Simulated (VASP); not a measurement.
# Ce2O (antifluorite type) (Fm-3m) in VASP: further runs

The runs below take Ce2O (antifluorite type) through single point, with PBE.

All numbers are computed with VASP 6.6.1; they aren't measurements. Logs are shortened: lines on timing, memory, paths and dates and some standing lists are left out, and cuts for length are marked.

### 1 The cell of the first run

It takes space group Fm-3m (No. 225, cubic). The conventional cell has a = 6.036 Å, b = 6.036 Å, c = 6.036 Å, α = 90.00°, β = 90.00°, γ = 90.00°. Within 3.4 Å of Ce (site symmetry -43m) lie 4 O at 2.61 Å and 6 Ce at 3.02 Å. Within 3.4 Å of O (site symmetry m-3m) lie 8 Ce at 2.61 Å.

### 2 Single point, PBE

File INCAR:

```
SYSTEM = Ce2O
ALGO     = Normal         ! electronic algorithm
EDIFF    = 1E-7           ! SCF threshold, eV
ENCUT    = 520            ! plane-wave cutoff, eV
GGA      = PE             ! functional
ISIF     = 2              ! what is computed and relaxed
ISMEAR   = -1             ! smearing method
LASPH    = .TRUE.         ! aspherical terms in the spheres
LCHARG   = .FALSE.        ! write CHGCAR
LREAL    = .FALSE.        ! projectors in reciprocal space
LWAVE    = .FALSE.        ! write WAVECAR
NBANDS   = 22             ! bands
NELM     = 100            ! most SCF steps
PREC     = Accurate       ! precision mode
SIGMA    = 0.06122561905347299 ! smearing width, eV
```

File KPOINTS:

```
k-points
0
G
  11 11 11
  0 0 0
```

File POSCAR:

```
Ce2O
1.0
    0.0000000000      3.0179573120      3.0179573120
    3.0179573120      0.0000000000      3.0179573120
    3.0179573120      3.0179573120      0.0000000000
Ce O
2 1
Direct
    0.2500000000      0.2500000000      0.2500000000
    0.7500000000      0.7500000000      0.7500000000
    0.0000000000      0.0000000000      0.0000000000
```

Potentials or basis: VASP PAW PBE potentials, release 64 (Ce, O).

Launch:

```sh
> cat potpaw_PBE.64/Ce/POTCAR potpaw_PBE.64/O/POTCAR > POTCAR
> mpirun -np 1 vasp_std > vasp.out
```

OUTCAR:

```text
SYSTEM = Ce2O
   EDIFF = 1E-7
   ENCUT = 520
   GGA = PE
   ISIF = 2
   ISMEAR = -1
   LASPH = .TRUE.
   LREAL = .FALSE.
   NELM = 100
   PREC = Accurate

 ion  position               nearest neighbor table
   1  0.250  0.250  0.250-   2 3.02   2 3.02   2 3.02   2 3.02   2 3.02   2 3.02
   2  0.750  0.750  0.750-   1 3.02   1 3.02   1 3.02   1 3.02   1 3.02   1 3.02
   3  0.000  0.000  0.000-

  LATTYP: Found a face centered cubic cell.
 ALAT       =     6.0359146240

  Lattice vectors:

 A1 = (   0.0000000000,   3.0179573120,   3.0179573120)
 A2 = (   3.0179573120,   0.0000000000,   3.0179573120)
 A3 = (   3.0179573120,   3.0179573120,   0.0000000000)

Analysis of symmetry for initial positions (statically):
=====================================================================
 Subroutine PRICEL returns:
 Original cell was already a primitive cell.

 Routine SETGRP: Setting up the symmetry group for a
 face centered cubic supercell.

 Subroutine GETGRP returns: Found 48 space group operations
 (whereof 48 operations were pure point group operations)
 out of a pool of 48 trial point group operations.

The static configuration has the point symmetry O_h .

Analysis of symmetry for dynamics (positions and initial velocities):
=====================================================================
 Subroutine PRICEL returns:
 Original cell was already a primitive cell.

 Routine SETGRP: Setting up the symmetry group for a
 face centered cubic supercell.

 Subroutine GETGRP returns: Found 48 space group operations
 (whereof 48 operations were pure point group operations)
 out of a pool of 48 trial point group operations.

The dynamic configuration has the point symmetry O_h .

 Subroutine INISYM returns: Found 48 space group operations
 (whereof 48 operations are pure point group operations),
 and found     1 'primitive' translations

----------------------------------------------------------------------------------------

                                     Primitive cell

  volume of cell :      54.9755

  direct lattice vectors                    reciprocal lattice vectors
     0.000000000  3.017957312  3.017957312    -0.165674974  0.165674974  0.165674974
     3.017957312  0.000000000  3.017957312     0.165674974 -0.165674974  0.165674974
     3.017957312  3.017957312  0.000000000     0.165674974  0.165674974 -0.165674974

  length of vectors
     4.268036161  4.268036161  4.268036161     0.286957473  0.286957473  0.286957473

  position of ions in fractional coordinates (direct lattice)
     0.250000000  0.250000000  0.250000000
     0.750000000  0.750000000  0.750000000
     0.000000000  0.000000000  0.000000000

  ion indices of the primitive-cell ions
   primitive index   ion index
                 1           1
                 2           2
                 3           3

----------------------------------------------------------------------------------------

 KPOINTS: k-points

Automatic generation of k-mesh.
 Grid dimensions read from file:
 generate k-points for:   11   11   11

 Generating k-lattice:

  Cartesian coordinates                     Fractional coordinates (reciprocal lattice)
    -0.015061361  0.015061361  0.015061361     0.090909091  0.000000000  0.000000000
     0.015061361 -0.015061361  0.015061361     0.000000000  0.090909091  0.000000000
     0.015061361  0.015061361 -0.015061361     0.000000000  0.000000000  0.090909091

  Length of vectors
     0.026087043  0.026087043  0.026087043

  Shift w.r.t. Gamma in fractional coordinates (k-lattice)
     0.000000000  0.000000000  0.000000000

 Subroutine IBZKPT returns following result:
 ===========================================

 Found     56 irreducible k-points:

 Following reciprocal coordinates:
            Coordinates               Weight
  0.000000  0.000000  0.000000      1.000000
  0.090909  0.000000  0.000000      8.000000
  0.181818  0.000000  0.000000      8.000000
  0.272727  0.000000  0.000000      8.000000
  0.363636  0.000000  0.000000      8.000000
  0.454545  0.000000  0.000000      8.000000
[... 16 lines left out ...]
 -0.272727  0.181818  0.000000     24.000000
 -0.181818  0.181818  0.000000     12.000000
 [... further k-points ...]
   k-points           NKPTS =     56   k-points in BZ     NKDIM =     56   number of bands    NBANDS=     22
   number of dos      NEDOS =    301   number of ions     NIONS =      3
   total plane-waves  NPLWV =  32768
   dimension x,y,z NGX =    32 NGY =   32 NGZ =   32
   dimension x,y,z NGXF=    64 NGYF=   64 NGZF=   64
   ions per type =               2   1
   NGX,Y,Z   is equivalent  to a cutoff of  12.46, 12.46, 12.46 a.u.
   NGXF,Y,Z  is equivalent  to a cutoff of  24.93, 24.93, 24.93 a.u.
 SYSTEM =  Ce2O
   PREC   = accura    normal or accurate (medium, high low for compatibility)
   ISTART =      0    job   : 0-new  1-cont  2-samecut
   ICHARG =      2    charge: 1-file 2-atom 10-const
   ISPIN  =      1    spin polarized calculation?
   LNONCOLLINEAR =      F non collinear calculations
   LSORBIT =      F    spin-orbit coupling
   LASPH  =      T    aspherical Exc in radial PAW
   ENCUT  =  520.0 eV  38.22 Ry    6.18 a.u.   7.94  7.94  7.94*2*pi/ulx,y,z
   NELM   =    100;   NELMIN=  2; NELMDL= -5     # of ELM steps
   EDIFF  = 0.1E-06   stopping-criterion for ELM
   LREAL  =      F    real-space projection
   EDIFFG = 0.1E-05   stopping-criterion for IOM
   NSW    =      0    number of steps for IOM
   IBRION =     -1    ionic relax: 0-MD 1-quasi-New 2-CG
   NFREE  =      0    steps in history (QN), initial steepest desc. (CG)
   ISIF   =      2    stress and relaxation
   ISYM   =      2    0-nonsym 1-usesym 2-fastsym
   POTIM  = 0.5000    time-step for ionic-motion
   TEBEG  =    0.0;   TEEND  =   0.0 temperature during run
   PSTRESS=    0.0 pullay stress
   NELECT =      30.0000    total number of electrons
   NUPDOWN=      -1.0000    fix difference up-down
   EMIN   =  10.00;   EMAX   =-10.00  energy-range for DOS
   EFERMI =   0.00;   METHOD = LEGACY
   ISMEAR =    -1;   SIGMA  =   0.06  broadening in eV -4-tet -1-fermi 0-gaus
   EFERMI_NEDOS =   21; number of points for ismear=-14 and -15
   IALGO  =     38    algorithm
   IMIX   =      4    mixing-type and parameters
     AMIX     =   0.40;   BMIX     =  1.00
     AMIX_MAG =   1.60;   BMIX_MAG =  1.00
  volume/ion in A,a.u.               =      18.33       123.66
  Fermi-wavevector in a.u.,A,eV,Ry     =   1.337803  2.528081 24.350575  1.789717
  Thomas-Fermi vector in A             =   2.466323
   LORBIT       =      0    0 simple, 1 ext, 2 COOP (PROOUT), +10 PAW based schemes
   GGA     = PE    functional components
   LHFCALC =     F    Hartree Fock is set to
   AEXX    =    0.0000 exact exchange contribution
   IVDW    =     0    specifies the selected vdW correction
   LEPSILON=     F    determine dielectric tensor
   LRPA    =     F    only Hartree local field effects (RPA)
 non-spin polarized calculation
  energy-cutoff  :      520.00
  volume of cell :       54.98
 maximum number of plane-waves:      1496
   NGX = 15   NGY = 15   NGZ = 15

 number of electron      30.0000004 magnetization

 Free energy of the ion-electron system (eV)
  ---------------------------------------------------
  ext. energy  EPLUGINS =         0.00000000
  ---------------------------------------------------
  free energy    TOTEN  =       -20.49771913 eV

  energy without entropy =      -20.39522154  energy(sigma->0) =      -20.44647033

 E-fermi :  10.3732     XC(G=0): -11.7541

 val. band max:       10.3686718232   @ k =   0.4545   0.1818   0.0000
 cond. band min:      10.3921274153   @ k =   0.3636   0.0000   0.0000
 fundamental gap:      0.0234555920
 Fermi energy:        10.3732116323

 k-point     1 :       0.0000    0.0000    0.0000
  band No.  band energies     occupation
      1     -24.9996      2.00000
      2     -23.5042      2.00000
      3      -9.0790      2.00000
      4      -8.2190      2.00000
      5      -8.2190      2.00000
      6      -8.2190      2.00000
[... 14 lines left out ...]
     21      10.9002      0.00037
     22      11.0478      0.00003

 k-point     2 :       0.0909    0.0000    0.0000
  band No.  band energies     occupation
      1     -24.9700      2.00000
      2     -23.5351      2.00000
      3      -9.1676      2.00000
      4      -8.1975      2.00000
      5      -8.1907      2.00000
      6      -8.1907      2.00000
[... 14 lines left out ...]
     21      10.8997      0.00037
     22      11.0492      0.00003

 k-point     3 :       0.1818    0.0000    0.0000
  band No.  band energies     occupation
      1     -24.8834      2.00000
      2     -23.6254      2.00000
      3      -9.4114      2.00000
      4      -8.1055      2.00000
      5      -8.1055      2.00000
      6      -8.0912      2.00000
[... 14 lines left out ...]
     21      10.9441      0.00018
     22      11.0445      0.00003

 k-point     4 :       0.2727    0.0000    0.0000
  band No.  band energies     occupation
      1     -24.7461      2.00000
      2     -23.7672      2.00000
      3      -9.7141      2.00000
      4      -7.9629      2.00000
      5      -7.9629      2.00000
      6      -7.8934      2.00000
[... 14 lines left out ...]
     21      10.9612      0.00013
     22      11.0622      0.00003

 k-point     5 :       0.3636    0.0000    0.0000
  band No.  band energies     occupation
      1     -24.5693      2.00000
      2     -23.9484      2.00000
      3      -9.9693      2.00000
      4      -7.7639      2.00000
      5      -7.7639      2.00000
      6      -7.6655      2.00000
[... 417 lines left out ...]
 k-point    22 :      -0.3636    0.1818    0.0000
  band No.  band energies     occupation
      1     -24.3904      2.00000
      2     -24.1122      2.00000
      3     -10.3743      2.00000
      4      -8.3881      2.00000
      5      -7.7767      2.00000
      6      -7.1582      2.00000
[... 14 lines left out ...]
     21      11.0072      0.00006
     22      11.0146      0.00006

 k-point    23 :      -0.2727    0.1818    0.0000
  band No.  band energies     occupation
      1     -24.5631      2.00000
      2     -23.9426      2.00000
      3     -10.1779      2.00000
      4      -8.4145      2.00000
      5      -7.4247      2.00000
      6      -7.3931      2.00000
[... 14 lines left out ...]
     21      11.0078      0.00006
     22      11.0626      0.00003

 k-point    24 :      -0.1818    0.1818    0.0000
  band No.  band energies     occupation
      1     -24.7104      2.00000
      2     -23.7980      2.00000
      3      -9.8887      2.00000
      4      -8.3924      2.00000
      5      -7.6819      2.00000
      6      -7.5811      2.00000
[... 14 lines left out ...]
     21      10.9821      0.00010
     22      11.0089      0.00006

 [... further k-points ...]

------------------------ aborting loop because EDIFF is reached ----------------------------------------

  FORCE on cell =-STRESS in cart. coord.  units (eV):
  Direction    XX          YY          ZZ          XY          YZ          ZX
  --------------------------------------------------------------------------------------
  -------------------------------------------------------------------------------------
  Total        0.5859067      0.5859067      0.5859067     -0.0000000      0.0000000      0.0000000
  in kB       17.0753560     17.0753560     17.0753560     -0.0000000      0.0000000      0.0000000
  external PRESSURE =      17.0753560 kB  Pullay stress =       0.0000000 kB

 VOLUME and BASIS-vectors are now :
 -----------------------------------------------------------------------------
  energy-cutoff  :      520.00
  volume of cell :       54.98
      direct lattice vectors                 reciprocal lattice vectors
     0.000000000  3.017957312  3.017957312    -0.165674974  0.165674974  0.165674974
     3.017957312  0.000000000  3.017957312     0.165674974 -0.165674974  0.165674974
     3.017957312  3.017957312  0.000000000     0.165674974  0.165674974 -0.165674974

 POSITION                                       TOTAL-FORCE (eV/Angst)
 -----------------------------------------------------------------------------------
      1.50898      1.50898      1.50898         0.000000      0.000000     -0.000000
      4.52694      4.52694      4.52694        -0.000000     -0.000000      0.000000
      0.00000      0.00000      0.00000         0.000000     -0.000000      0.000000
 -----------------------------------------------------------------------------------
    total drift:                                0.000000     -0.000000      0.000000

  FREE ENERGIE OF THE ION-ELECTRON SYSTEM (eV)
  ---------------------------------------------------
  free  energy   TOTEN  =       -20.4977191261 eV

  energy  without entropy=      -20.3952215360  energy(sigma->0) =      -20.44647033
```

It took 98 s on 1 thread of AMD EPYC 7R43 (Zen 3), shared host; peak memory 0.18 GiB.

Results:

```
Free energy            : -20.4977 eV
Pressure               : 1.7 GPa
Band gap on the k mesh : zero (bands 15 and 16 overlap by 0.08 eV)
```

Levels at points of the mesh, in eV from the Fermi level:
```tsv
k point	band 13	band 14	band 15	band 16	band 17	band 18
(0.00, 0.00, 0.00)	-2.11	-2.11	-1.60	0.48	0.48	0.48
```

Caveat: spin-orbit coupling is left out, which moves the levels of the heavy elements; the run has no spin polarisation, though such a crystal can be magnetic; semilocal functionals describe open f shells poorly, which spoils levels, moments and volumes. With open d or f shells a metallic result of PBE can be an artefact of self-interaction; +U or a hybrid may open a gap.

### 3 Single point, PBE

This run uses another cell than the first one, of 18.70 Å³/atom.

File INCAR:

```
ALGO = Normal
EDIFF = 1E-6
ENCUT = 520
GGA = PE
ISIF = 2
ISMEAR = -1
LASPH = T
LCHARG = F
LREAL = F
LWAVE = F
NBANDS = 22
NELM = 80
PREC = Accurate
SIGMA = 0.06122561905347299
```

File KPOINTS:

```
k-points
0
Gamma
  11 11 11
```

File POSCAR:

```
Ce2O
1.0
    0.0000000000      3.0383495340      3.0383495340
    3.0383495340      0.0000000000      3.0383495340
    3.0383495340      3.0383495340      0.0000000000
Ce O
2 1
Direct
    0.2500000000      0.2500000000      0.2500000000
    0.7500000000      0.7500000000      0.7500000000
    0.0000000000      0.0000000000      0.0000000000
```

Potentials or basis: VASP PAW PBE potentials, release 64 (Ce, O).

Launch:

```sh
> cat potpaw_PBE.64/Ce/POTCAR potpaw_PBE.64/O/POTCAR > POTCAR
> mpirun -np 1 vasp_std > vasp.out
```

It took 84 s on 1 thread of AMD EPYC 7R43 (Zen 3), shared host; peak memory 0.19 GiB.

Results (log left out):

* Free energy: -20.5047 eV
* Pressure: -0.3 GPa
* Band gap on the k mesh: zero (bands 15 and 16 overlap by 0.08 eV)

Levels at points of the mesh, in eV from the Fermi level:
| k point | band 13 | band 14 | band 15 | band 16 | band 17 | band 18 |
| --- | --- | --- | --- | --- | --- | --- |
| (0.00, 0.00, 0.00) | -2.05 | -2.05 | -1.62 | 0.46 | 0.46 | 0.46 |

Caveat: spin-orbit coupling is left out, which moves the levels of the heavy elements; the run has no spin polarisation, though such a crystal can be magnetic; semilocal functionals describe open f shells poorly, which spoils levels, moments and volumes.

### 4 Single point, PBE

This run uses another cell than the first one, of 19.07 Å³/atom.

File INCAR:

```
PREC = Accurate ; ENCUT = 520
EDIFF = 1E-7 ; ISMEAR = -1
SIGMA = 0.06122561905347299 ; LREAL = False
LASPH = True ; NELM = 60
ALGO = Normal ; ISIF = 2
LWAVE = False ; LCHARG = True
GGA = PE ; LELF = True
LVHAR = True ; NBANDS = 22
```

File KPOINTS:

```
regular mesh
0
Gamma
  11 11 11
```

File POSCAR:

```
Ce2O
1.0
    0.0000000000      3.0584716405      3.0584716405
    3.0584716405      0.0000000000      3.0584716405
    3.0584716405      3.0584716405      0.0000000000
Ce O
2 1
Direct
    0.2500000000      0.2500000000      0.2500000000
    0.7500000000      0.7500000000      0.7500000000
    0.0000000000      0.0000000000      0.0000000000
```

Launch:

```sh
> cat potpaw_PBE.64/Ce/POTCAR potpaw_PBE.64/O/POTCAR > POTCAR
> mpirun -np 1 vasp_std > vasp.out
```

Run time: 1.7 min. Hardware: 1 thread of AMD EPYC 7R43 (Zen 3), shared host; peak memory 0.18 GiB.

Results (log left out):

```yaml
Free_energy: -20.4986 eV
Pressure: -2.0 GPa
Band_gap_on_the_k_mesh: zero (bands 15 and 16 overlap by 0.09 eV)
```

Levels at points of the mesh, in eV from the Fermi level:
```tsv
k point	band 13	band 14	band 15	band 16	band 17	band 18
(0.00, 0.00, 0.00)	-1.99	-1.99	-1.65	0.45	0.45	0.45
```

Caveat: spin-orbit coupling is left out, which moves the levels of the heavy elements; the run has no spin polarisation, though such a crystal can be magnetic; semilocal functionals describe open f shells poorly, which spoils levels, moments and volumes. With open d or f shells a metallic result of PBE can be an artefact of self-interaction; +U or a hybrid may open a gap.

[end of part 1 of 2]
